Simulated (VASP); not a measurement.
# SnH2: relaxation of cell and atoms with PBEsol

Crystal: SnH2.

```
CELL_PARAMETERS angstrom
4.65430 -0.02091 0.01521
-0.02091 4.58687 0.01272
0.01211 0.01012 3.70337
ATOMIC_POSITIONS crystal
Sn 0.00665 0.93598 0.04066
Sn 0.49272 0.46994 0.49127
H 0.34251 0.32095 0.97810
H 0.21492 0.80554 0.54895
H 0.85261 0.15029 0.52377
H 0.68907 0.63692 0.95012
```

- Program: VASP 6.6.1
- Task: relaxation of cell and atoms
- Functional: PBEsol
- Potentials or basis: VASP PAW PBE potentials, release 64 (Sn_d, H)
- Cutoff: 600 eV
- k mesh: 4 × 4 × 6
- Occupations: fermi-dirac, width 0.05 eV
- Spin: no spin polarisation
- Dipole correction: no
- Further INCAR settings: ALGO = Normal; EDIFF = 1e-06; IBRION = 2; EDIFFG = -0.01; NSW = 100; ISIF = 3

```
Relaxed volume                        : 14.90 Å³/atom
Relaxed cell                          : a = 4.695 Å, b = 4.690 Å, c = 4.604 Å, α = 61.89°, β = 90.06°, γ = 89.99°
Space group after relaxing (to 0.1 Å) : P2_1 (No. 4)
Energy gained by relaxing             : 138.2 meV/atom
Ionic steps                           : 86
Pressure after relaxing               : 0.0 GPa
Largest force after relaxing          : 0.010 eV/Å
Band gap on the k mesh                : zero (bands 16 and 17 overlap by 0.33 eV)
```

Forces on the atoms (eV/Å):
```
Sn   0.001 -0.001 -0.001
Sn  -0.008  0.001  0.004
H    0.009 -0.003  0.000
H    0.003  0.002  0.002
H    0.000  0.002  0.003
H   -0.005 -0.001 -0.007
```

The path:
| step | energy change (eV) | largest force (eV/Å) | pressure (GPa) | volume (Å³) |
| --- | --- | --- | --- | --- |
| 1 | 0.0000 | 0.5515 | 0.31 | 79.06 |
| 4 | -0.1084 | 0.4137 | -0.71 | 80.57 |
| 7 | -0.2011 | 0.3002 | 1.52 | 79.98 |
| 10 | -0.2633 | 0.3227 | -0.64 | 86.39 |
| 13 | -0.5582 | 0.4646 | -0.60 | 99.78 |
| 16 | -0.5694 | 0.7965 | 0.59 | 108.21 |
| 19 | -0.6684 | 0.2551 | -1.23 | 105.68 |
| 22 | -0.6988 | 0.1214 | -0.05 | 102.06 |
| 25 | -0.7070 | 0.0915 | -0.30 | 101.25 |
| 28 | -0.7099 | 0.0536 | 0.03 | 99.99 |
| 31 | -0.7120 | 0.0284 | 0.06 | 98.79 |
| 34 | -0.7131 | 0.0503 | 0.00 | 98.96 |
| 37 | -0.7154 | 0.0824 | -0.22 | 99.14 |
| 40 | -0.7174 | 0.2175 | 0.37 | 97.84 |
| 43 | -0.7208 | 0.0771 | 0.07 | 98.15 |
| 46 | -0.7241 | 0.1039 | -0.06 | 97.86 |
| 49 | -0.7301 | 0.1464 | -0.21 | 97.38 |
| 52 | -0.7379 | 0.3025 | -0.05 | 94.49 |
| 55 | -0.7612 | 0.1259 | -0.12 | 93.29 |
| 58 | -0.7755 | 0.2071 | 0.39 | 90.61 |
| 61 | -0.7968 | 0.1371 | 0.00 | 90.27 |
| 64 | -0.8080 | 0.1073 | -0.06 | 89.35 |
| 67 | -0.8187 | 0.0934 | 0.21 | 88.89 |
| 70 | -0.8247 | 0.0818 | 0.13 | 89.18 |
| 73 | -0.8271 | 0.0489 | -0.05 | 89.39 |
| 76 | -0.8282 | 0.0283 | 0.03 | 89.31 |
| 79 | -0.8287 | 0.0238 | 0.00 | 89.45 |
| 82 | -0.8290 | 0.0123 | 0.01 | 89.38 |
| 85 | -0.8290 | 0.0162 | -0.02 | 89.44 |
| 86 | -0.8290 | 0.0095 | 0.01 | 89.41 |

Final structure:
```xyz
6
Lattice="4.6945 0.0442 -0.0104 -0.0392 4.5500 1.1354 -0.0056 1.1215 4.4655" Properties=species:S:1:pos:R:3 pbc="T T T"
Sn    0.0407    5.0697    5.2982
Sn    2.4043    3.2023    3.0799
H     1.3092    2.1653    4.2332
H     1.1318    4.6902    3.8218
H     3.6638    1.5795    2.9953
H     3.4934    3.5960    4.5554
```

Levels at points of the mesh, in eV from the Fermi level:
| k point | band 12 | band 13 | band 14 | band 15 | band 16 | band 17 | band 18 | band 19 | band 20 |
| --- | --- | --- | --- | --- | --- | --- | --- | --- | --- |
| (0.00, 0.00, 0.00) | -5.43 | -5.26 | -4.09 | -2.38 | -2.30 | 0.98 | 2.70 | 3.66 | 4.04 |
| (0.50, 0.00, 0.00) | -9.55 | -3.30 | -3.29 | -1.04 | -1.03 | 0.12 | 0.13 | 2.46 | 2.47 |
| (0.00, 0.50, 0.00) | -8.92 | -4.34 | -3.88 | -2.73 | -2.17 | 0.59 | 1.78 | 2.57 | 4.21 |
| (0.50, 0.50, 0.00) | -8.55 | -6.01 | -6.00 | -2.14 | -2.13 | 1.22 | 1.23 | 5.06 | 5.08 |
| (0.00, 0.00, 0.50) | -7.44 | -4.82 | -4.54 | -4.18 | 0.35 | 0.38 | 1.39 | 2.96 | 3.44 |
| (0.50, 0.00, 0.50) | -8.73 | -4.94 | -4.93 | -3.38 | -3.38 | 0.73 | 0.75 | 5.69 | 5.72 |
| (0.00, 0.50, 0.50) | -8.75 | -4.48 | -4.07 | -2.77 | -2.41 | 0.74 | 1.71 | 2.75 | 3.99 |
| (0.50, 0.50, 0.50) | -8.47 | -5.92 | -5.92 | -2.44 | -2.43 | 0.74 | 0.75 | 5.16 | 5.18 |

Wall time 32 min on 1 thread of Intel(R) Xeon(R) 6975P-C (Granite Rapids) (shared host), peak memory 0.28 GiB.

Caveat: a cell axis changed by over 15 % at a fixed basis, so the end point is rough; the PAW data sets were made with another functional, which shifts forces and pressure a little; spin-orbit coupling is left out, which moves the levels of the heavy elements.
